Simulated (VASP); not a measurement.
Runs of VASP 6.6.1 on HfO2. The structure is that of space group P4_2/nmc (No. 137), or close to it. The cells are those of the table. 

```tsv
cell	gap on the mesh (eV)	pressure (GPa)	largest force (eV/Å)
a = 3.577, b = 3.577, c = 5.463 Å, 6 atoms	4.93	(a)	0.58
a = 3.487, b = 3.487, c = 5.073 Å, 6 atoms	5.54	(c)	0.41
a = 3.666, b = 3.666, c = 5.333 Å, 6 atoms	4.92	(b)	0.45
a = 3.487, b = 3.487, c = 4.943 Å, 6 atoms	5.24	27.8	0.65
a = 3.756, b = 3.756, c = 5.333 Å, 6 atoms	4.61	-27.8	0.54
```

Alike in all rows: task single point; level r2SCAN; potentials or basis VASP PAW PBE potentials, release 64 (Hf_pv, O); no spin polarisation; k mesh 6 × 6 × 6; cutoff (eV) 520; smearing gaussian 0.05 eV.

Task: Estimate the missing entries.

Result: (a) -13.6; (b) -19.6; (c) 19.1.

Caveats: the PAW data sets were made with another functional, which shifts forces and pressure a little; spin-orbit coupling is left out, which moves the levels of the heavy elements; the cell stands under tension (at least some runs); the cell stands under pressure (at least some runs).

A k mesh can miss the band edges, and the runs leave out spin-orbit coupling on Hf.
